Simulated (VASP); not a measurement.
Runs of VASP 6.6.1 on Ge. Symmetry: Cmcm, No. 63, orthorhombic system. Conventional cell: a = 2.976 Å, b = 5.189 Å, c = 4.728 Å, α = 90.00°, β = 90.00°, γ = 90.00°. Within 3.9 Å of Ge (site symmetry m2m) lie 12 Ge at 2.92 to 2.99 Å. 

```tsv
task	level	potentials or basis	k mesh	smearing	gap on the mesh (eV)	pressure (GPa)	largest force (eV/Å)
single point	PBE+D3(BJ)	VASP PAW PBE potentials, release 64 (Ge_d)	3 × 4 × 5	gaussian 0.1 eV	none	-1.2	0.11
single point	PBE	VASP PAW PBE potentials, release 64 (Ge_d)	6 × 6 × 4	methfessel-paxton 0.036 eV	none	(c)	0.01
single point	PBE	VASP PAW PBE potentials, release 64 (Ge_d)	2 × 2 × 1	gaussian 0.1 eV	none	(a)	0.67
single point	PBE	VASP PAW PBE potentials, release 64 (Ge_d)	7 × 6 × 1	gaussian 0.1 eV	none	5.9	0.10
single point	LDA	VASP PAW LDA potentials, release 64 (Ge_d)	6 × 6 × 4	tetrahedron	none	(b)	-
```

Alike in all rows: no spin polarisation; cell as given; cutoff (eV) 520.

Problem. Estimate the missing entries.

Solution. (a) 21.9; (b) 1.7; (c) 3.2.

Caveats: all runs use coarse meshes; three body term missing (some runs); pairwise dispersion overbinds metals, which lowers pressure and volume (some runs).

A k mesh can miss the band edges, and the runs leave out spin-orbit coupling on Ge.

A gap of «none» marks levels without a gap at the run's occupations.
